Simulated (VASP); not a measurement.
# Li (a cell with a defect) in VASP: notebook

The runs below take Li (a cell with a defect) through single point, with PBE.

All numbers are computed with VASP 6.6.1; they aren't measurements. Logs are shortened: lines on timing, memory, paths and dates and some standing lists are left out, and cuts for length are marked.

## (1) The cell of the first run

The cell holds a defect, 17 atoms: a = 6.980 Å, b = 6.980 Å, c = 6.980 Å, α = 90.00°, β = 90.00°, γ = 90.00°.

## (2) Single point, PBE

File INCAR:

```
ALGO = Normal
EDIFF = 1E-6
ENCUT = 520
GGA = PE
ISIF = 2
ISMEAR = -1
LASPH = T
LCHARG = F
LREAL = Auto
LWAVE = F
NBANDS = 40
NELM = 60
PREC = Accurate
SIGMA = 0.05
```

File KPOINTS:

```
k-points
0
Gamma
  3 3 3
```

File POSCAR:

```
Li
1.0
    6.9800000000      0.0000000000      0.0000000000
    0.0000000000      6.9800000000      0.0000000000
    0.0000000000      0.0000000000      6.9800000000
Li
17
Direct
    0.0159345272      0.0010090258      0.0153191977
    0.4389000000     -0.0496320917     -0.1099121777
   -0.0058603152      0.4645712034      0.0270491404
    0.0142008596     -0.0213467049      0.4920007163
    0.2697984241      0.2436941261      0.2555820917
    0.5075038682      0.4807479943     -0.0056080229
    0.5071077364     -0.0176853868      0.4995097421
    0.7987961318      0.3094818052      0.3588985673
    0.0482679083      0.5429484241      0.4765300860
    0.2855631805      0.7551194842      0.2233577364
    0.2326573066      0.2563418338      0.7303739255
    0.4942679083      0.5178146132      0.5204597421
    0.7494217765      0.7345306590      0.2357663324
    0.7682775072      0.2427608883      0.7502671920
    0.2061372493      0.7005157593      0.7738055874
    0.7715340974      0.7374032951      0.7584881089
    0.6431987106      0.1056246418      0.1241851003
```

Potentials or basis: VASP PAW PBE potentials, release 64 (Li_sv).

Launch:

```bash
> cat potpaw_PBE.64/Li_sv/POTCAR > POTCAR
> mpirun -np 1 vasp_std > vasp.out
```

OUTCAR:

```text
EDIFF = 1E-6
   ENCUT = 520
   GGA = PE
   ISIF = 2
   ISMEAR = -1
   LASPH = T
   LREAL = Auto
   NELM = 60
   PREC = Accurate

 ion  position               nearest neighbor table
   1  0.016  0.001  0.015-
   2  0.439  0.950  0.890-  17 2.42  15 2.52
   3  0.994  0.465  0.027-
   4  0.014  0.979  0.492-
   5  0.270  0.244  0.256-
   6  0.508  0.481  0.994-
   7  0.507  0.982  0.500-
   8  0.799  0.309  0.359-  17 2.43   9 2.52
   9  0.048  0.543  0.477-   8 2.52  15 2.59
  10  0.286  0.755  0.223-
  11  0.233  0.256  0.730-
  12  0.494  0.518  0.520-
  13  0.749  0.735  0.236-
  14  0.768  0.243  0.750-
  15  0.206  0.701  0.774-   2 2.52   9 2.59
  16  0.772  0.737  0.758-
  17  0.643  0.106  0.124-   2 2.42   8 2.43

  LATTYP: Found a simple cubic cell.
 ALAT       =     6.9800000000

  Lattice vectors:

 A1 = (   6.9800000000,   0.0000000000,   0.0000000000)
 A2 = (   0.0000000000,   6.9800000000,   0.0000000000)
 A3 = (   0.0000000000,   0.0000000000,   6.9800000000)

Analysis of symmetry for initial positions (statically):
=====================================================================
 Subroutine PRICEL returns:
 Original cell was already a primitive cell.

 Routine SETGRP: Setting up the symmetry group for a
 simple cubic supercell.

 Subroutine GETGRP returns: Found  1 space group operations
 (whereof  1 operations were pure point group operations)
 out of a pool of 48 trial point group operations.

The static configuration has the point symmetry C_1 .

Analysis of symmetry for dynamics (positions and initial velocities):
=====================================================================
 Subroutine PRICEL returns:
 Original cell was already a primitive cell.

 Routine SETGRP: Setting up the symmetry group for a
 simple cubic supercell.

 Subroutine GETGRP returns: Found  1 space group operations
 (whereof  1 operations were pure point group operations)
 out of a pool of 48 trial point group operations.

The dynamic configuration has the point symmetry C_1 .

 Subroutine INISYM returns: Found  1 space group operations
 (whereof  1 operations are pure point group operations),
 and found     1 'primitive' translations

----------------------------------------------------------------------------------------

                                     Primitive cell

  volume of cell :     340.0684

  direct lattice vectors                    reciprocal lattice vectors
     6.980000000  0.000000000  0.000000000     0.143266476  0.000000000  0.000000000
     0.000000000  6.980000000  0.000000000     0.000000000  0.143266476  0.000000000
     0.000000000  0.000000000  6.980000000     0.000000000  0.000000000  0.143266476

  length of vectors
     6.980000000  6.980000000  6.980000000     0.143266476  0.143266476  0.143266476

  position of ions in fractional coordinates (direct lattice)
     0.015934527  0.001009026  0.015319198
     0.438900000  0.950367908  0.890087822
     0.994139685  0.464571203  0.027049140
     0.014200860  0.978653295  0.492000716
     0.269798424  0.243694126  0.255582092
     0.507503868  0.480747994  0.994391977
[... 9 lines left out ...]
     0.771534097  0.737403295  0.758488109
     0.643198711  0.105624642  0.124185100

  ion indices of the primitive-cell ions
   primitive index   ion index
                 1           1
                 2           2
                 3           3
                 4           4
                 5           5
                 6           6
[... 9 lines left out ...]
                16          16
                17          17

----------------------------------------------------------------------------------------

 KPOINTS: k-points

Automatic generation of k-mesh.
 Grid dimensions read from file:
 generate k-points for:    3    3    3

 Generating k-lattice:

  Cartesian coordinates                     Fractional coordinates (reciprocal lattice)
     0.047755492  0.000000000  0.000000000     0.333333333  0.000000000  0.000000000
     0.000000000  0.047755492  0.000000000     0.000000000  0.333333333  0.000000000
     0.000000000  0.000000000  0.047755492     0.000000000  0.000000000  0.333333333

  Length of vectors
     0.047755492  0.047755492  0.047755492

  Shift w.r.t. Gamma in fractional coordinates (k-lattice)
     0.000000000  0.000000000  0.000000000

 Subroutine IBZKPT returns following result:
 ===========================================

 Found     14 irreducible k-points:

 Following reciprocal coordinates:
            Coordinates               Weight
  0.000000  0.000000  0.000000      1.000000
  0.333333  0.000000  0.000000      2.000000
  0.000000  0.333333  0.000000      2.000000
  0.000000  0.000000  0.333333      2.000000
  0.333333  0.333333  0.000000      2.000000
  0.000000  0.333333  0.333333      2.000000
  0.333333  0.000000  0.333333      2.000000
 -0.333333  0.333333  0.000000      2.000000
 -0.333333  0.000000  0.333333      2.000000
  0.000000 -0.333333  0.333333      2.000000
  0.333333  0.333333  0.333333      2.000000
 -0.333333  0.333333  0.333333      2.000000
 -0.333333 -0.333333  0.333333      2.000000
  0.333333 -0.333333  0.333333      2.000000
   k-points           NKPTS =     14   k-points in BZ     NKDIM =     14   number of bands    NBANDS=     40
   number of dos      NEDOS =    301   number of ions     NIONS =     17
   total plane-waves  NPLWV = 157464
   dimension x,y,z NGX =    54 NGY =   54 NGZ =   54
   dimension x,y,z NGXF=   108 NGYF=  108 NGZF=  108
   ions per type =              17
   NGX,Y,Z   is equivalent  to a cutoff of  12.86, 12.86, 12.86 a.u.
   NGXF,Y,Z  is equivalent  to a cutoff of  25.72, 25.72, 25.72 a.u.
 SYSTEM =  unknown system
   PREC   = accura    normal or accurate (medium, high low for compatibility)
   ISTART =      0    job   : 0-new  1-cont  2-samecut
   ICHARG =      2    charge: 1-file 2-atom 10-const
   ISPIN  =      1    spin polarized calculation?
   LNONCOLLINEAR =      F non collinear calculations
   LSORBIT =      F    spin-orbit coupling
   LASPH  =      T    aspherical Exc in radial PAW
   ENCUT  =  520.0 eV  38.22 Ry    6.18 a.u.  12.98 12.98 12.98*2*pi/ulx,y,z
   NELM   =     60;   NELMIN=  2; NELMDL= -5     # of ELM steps
   EDIFF  = 0.1E-05   stopping-criterion for ELM
   LREAL  =      T    real-space projection
   EDIFFG = 0.1E-04   stopping-criterion for IOM
   NSW    =      0    number of steps for IOM
   IBRION =     -1    ionic relax: 0-MD 1-quasi-New 2-CG
   NFREE  =      0    steps in history (QN), initial steepest desc. (CG)
   ISIF   =      2    stress and relaxation
   ISYM   =      2    0-nonsym 1-usesym 2-fastsym
   POTIM  = 0.5000    time-step for ionic-motion
   TEBEG  =    0.0;   TEEND  =   0.0 temperature during run
   PSTRESS=    0.0 pullay stress
   NELECT =      51.0000    total number of electrons
   NUPDOWN=      -1.0000    fix difference up-down
   EMIN   =  10.00;   EMAX   =-10.00  energy-range for DOS
   EFERMI =   0.00;   METHOD = LEGACY
   ISMEAR =    -1;   SIGMA  =   0.05  broadening in eV -4-tet -1-fermi 0-gaus
   EFERMI_NEDOS =   21; number of points for ismear=-14 and -15
   IALGO  =     38    algorithm
   IMIX   =      4    mixing-type and parameters
     AMIX     =   0.40;   BMIX     =  1.00
     AMIX_MAG =   1.60;   BMIX_MAG =  1.00
  volume/ion in A,a.u.               =      20.00       134.99
  Fermi-wavevector in a.u.,A,eV,Ry     =   0.869780  1.643646 10.293044  0.756517
  Thomas-Fermi vector in A             =   1.988651
   LORBIT       =      0    0 simple, 1 ext, 2 COOP (PROOUT), +10 PAW based schemes
   GGA     = PE    functional components
   LHFCALC =     F    Hartree Fock is set to
   AEXX    =    0.0000 exact exchange contribution
   IVDW    =     0    specifies the selected vdW correction
   LEPSILON=     F    determine dielectric tensor
   LRPA    =     F    only Hartree local field effects (RPA)
 non-spin polarized calculation
  energy-cutoff  :      520.00
  volume of cell :      340.07
 maximum number of plane-waves:      9180
 NGX is ok and might be reduce to    54
   NGX = 25   NGY = 25   NGZ = 25

 number of electron      51.0000003 magnetization

 Free energy of the ion-electron system (eV)
  ---------------------------------------------------
  ext. energy  EPLUGINS =         0.00000000
  ---------------------------------------------------
  free energy    TOTEN  =       -31.78404887 eV

  energy without entropy =      -31.73070532  energy(sigma->0) =      -31.75737709

 E-fermi :   0.5984     XC(G=0):  -7.0716

 val. band max:        0.5905909339   @ k =  -0.3333   0.3333   0.0000
 cond. band min:       0.6385004417   @ k =   0.0000   0.0000   0.0000
 fundamental gap:      0.0479095078
 Fermi energy:         0.5984066817

 k-point     1 :       0.0000    0.0000    0.0000
  band No.  band energies     occupation
      1     -46.0012      2.00000
      2     -45.9671      2.00000
      3     -45.9521      2.00000
      4     -45.9227      2.00000
      5     -45.9189      2.00000
      6     -45.9095      2.00000
[... 29 lines left out ...]
     36       3.6636      0.00000
     37       3.7430      0.00000

 k-point     2 :       0.3333    0.0000    0.0000
  band No.  band energies     occupation
      1     -46.0011      2.00000
      2     -45.9674      2.00000
      3     -45.9519      2.00000
      4     -45.9226      2.00000
      5     -45.9191      2.00000
      6     -45.9096      2.00000
[... 29 lines left out ...]
     36       3.7356      0.00000
     37       3.7730      0.00000
[... 438 lines left out ...]
     36       3.7114      0.00000
     37       3.8220      0.00000

 k-point    14 :       0.3333   -0.3333    0.3333
  band No.  band energies     occupation
      1     -46.0008      2.00000
      2     -45.9675      2.00000
      3     -45.9522      2.00000
      4     -45.9227      2.00000
      5     -45.9190      2.00000
      6     -45.9097      2.00000
[... 29 lines left out ...]
     36       3.5200      0.00000
     37       3.9777      0.00000
 [bands above 37 left out]

------------------------ aborting loop because EDIFF is reached ----------------------------------------

  FORCE on cell =-STRESS in cart. coord.  units (eV):
  Direction    XX          YY          ZZ          XY          YZ          ZX
  --------------------------------------------------------------------------------------
  -------------------------------------------------------------------------------------
  Total        0.1429322      0.1451098      0.9523162      0.4272417      0.5277346      0.5312626
  in kB        0.6734022      0.6836612      4.4866842      2.0128803      2.4863365      2.5029580
  external PRESSURE =       1.9479158 kB  Pullay stress =       0.0000000 kB

 VOLUME and BASIS-vectors are now :
 -----------------------------------------------------------------------------
  energy-cutoff  :      520.00
  volume of cell :      340.07
      direct lattice vectors                 reciprocal lattice vectors
     6.980000000  0.000000000  0.000000000     0.143266476  0.000000000  0.000000000
     0.000000000  6.980000000  0.000000000     0.000000000  0.143266476  0.000000000
     0.000000000  0.000000000  6.980000000     0.000000000  0.000000000  0.143266476

 POSITION                                       TOTAL-FORCE (eV/Angst)
 -----------------------------------------------------------------------------------
      0.11122      0.00704      0.10693         0.006682     -0.001144      0.002311
      3.06352      6.63357      6.21281         0.000944     -0.002717     -0.005033
      6.93909      3.24271      0.18880        -0.000057     -0.004571     -0.000724
      0.09912      6.83100      3.43416         0.002097      0.001536     -0.001515
      1.88319      1.70099      1.78396         0.001692     -0.000068     -0.001436
      3.54238      3.35562      6.94086        -0.002358     -0.003145      0.001767
[... 9 lines left out ...]
      5.38531      5.14707      5.29425        -0.001252      0.000657      0.000453
      4.48953      0.73726      0.86681        -0.002918      0.007292      0.001022
 -----------------------------------------------------------------------------------
    total drift:                                0.012007      0.001867      0.018570

  FREE ENERGIE OF THE ION-ELECTRON SYSTEM (eV)
  ---------------------------------------------------
  free  energy   TOTEN  =       -31.7840488685 eV

  energy  without entropy=      -31.7307053198  energy(sigma->0) =      -31.75737709
```

Wall time 1.9 min (1 thread of Intel Xeon 6975P-C (Granite Rapids), shared host); peak memory 0.4 GiB.

Results:

* Free energy: -31.7840 eV
* Largest force: 0.008 eV/Å
* Band gap on the k mesh: zero (an odd number of electrons rules out a gap without spin polarisation)

Forces on the atoms (eV/Å):
```
Li   0.007 -0.001  0.002
Li   0.001 -0.003 -0.005
Li   0.000 -0.005 -0.001
Li   0.002  0.002 -0.002
Li   0.002  0.000 -0.001
Li  -0.002 -0.003  0.002
Li  -0.001 -0.001  0.002
Li  -0.001  0.005  0.001
Li   0.000 -0.002  0.004
Li   0.002  0.001  0.000
Li   0.001  0.004 -0.003
Li   0.000  0.000 -0.001
Li  -0.003 -0.001  0.003
Li   0.000 -0.005 -0.004
Li  -0.003  0.002  0.001
Li  -0.001  0.001  0.000
Li  -0.003  0.007  0.001
```

Levels at points of the mesh, in eV from the Fermi level:
```
           k point  band 22  band 23  band 24  band 25  band 26  band 27  band 28  band 29
(0.00, 0.00, 0.00)    -1.17    -1.17    -1.14     0.04     0.08     0.34     0.38     0.41
```

Caveat: the cutoff is under 1.25 times the usual one of these potentials, so pressure, stress and relaxed cells hold a basis-set (Pulay) error.

## (3) Single point, PBE

File INCAR:

```
SYSTEM = Li
PREC     = Accurate       ! precision mode
ENCUT    = 520            ! plane-wave cutoff, eV
EDIFF    = 1E-6           ! SCF threshold, eV
ISMEAR   = -1             ! smearing method
SIGMA    = 0.05           ! smearing width, eV
LREAL    = Auto         
LASPH    = .True.         ! aspherical terms in the spheres
NELM     = 80             ! most SCF steps
ALGO     = Normal         ! electronic algorithm
ISIF     = 2              ! what is computed and relaxed
LWAVE    = .False.        ! write WAVECAR
LCHARG   = .False.        ! write CHGCAR
GGA      = PE             ! functional
NBANDS   = 40             ! bands
```

File KPOINTS:

```
regular mesh
0
Gamma
  3 3 3
  0 0 0
```

File POSCAR:

```
Li
1.0
    6.9800000000      0.0000000000      0.0000000000
    0.0000000000      6.9800000000      0.0000000000
    0.0000000000      0.0000000000      6.9800000000
Li
17
Direct
   -0.0142300860     -0.0004345272     -0.0154782235
    0.5127985673     -0.0230647564     -0.0107603152
   -0.0242459885      0.4634167622      0.0066863897
    0.1056626074     -0.0406190544      0.5596518625
    0.2493588825      0.2378843840      0.2345510029
    0.5248325215      0.5493414040     -0.0516351003
    0.5003765043     -0.0211795129      0.4973300860
    0.6358661891      0.3143444126      0.1967242120
    0.0088929799      0.4760858166      0.4944363897
    0.2427929799      0.7363578797      0.2303402579
    0.2745489971      0.2559799427      0.7739256447
    0.4811326648      0.5144229226      0.5069217765
    0.7668641834      0.7309836676      0.2537669054
    0.7456310888      0.2432631805      0.7315783668
    0.2251773639      0.7041693410      0.7896451289
    0.7799230659      0.7533373926      0.7135849570
    0.8664991404      0.1073878223      0.3527495702
```

Potentials or basis: VASP PAW PBE potentials, release 64 (Li_sv).

Launch:

```bash
> cat potpaw_PBE.64/Li_sv/POTCAR > POTCAR
> mpirun -np 1 vasp_std > vasp.out
```

It took 2.8 min on 1 thread of Intel Xeon 6975P-C (Granite Rapids), shared host; peak memory 0.4 GiB.

The run converged. Its results:

- Free energy: -31.7838 eV
- Largest force: 0.012 eV/Å
- Band gap on the k mesh: zero (an odd number of electrons rules out a gap without spin polarisation)

Forces on the atoms (eV/Å):
```
Li  -0.005 -0.003  0.002
Li  -0.003  0.004 -0.003
Li  -0.003 -0.005  0.000
Li   0.008  0.000 -0.003
Li   0.004  0.004 -0.002
Li  -0.009 -0.001  0.003
Li  -0.011  0.002  0.005
Li   0.001  0.000 -0.005
Li  -0.005  0.000  0.006
Li  -0.002  0.000  0.000
Li   0.005 -0.003 -0.002
Li  -0.004 -0.001  0.000
Li   0.007  0.002  0.006
Li  -0.002 -0.004  0.004
Li   0.010 -0.003  0.003
Li   0.003  0.004 -0.008
Li   0.005  0.002 -0.005
```

Levels at points of the mesh, in eV from the Fermi level:
```
           k point  band 22  band 23  band 24  band 25  band 26  band 27  band 28  band 29
(0.00, 0.00, 0.00)    -1.17    -1.17    -1.14     0.04     0.08     0.34     0.38     0.41
```

Caveat: the cutoff is under 1.25 times the usual one of these potentials, so pressure, stress and relaxed cells hold a basis-set (Pulay) error.

The gap in the log of VASP goes by the Fermi energy; the results here count the filled bands.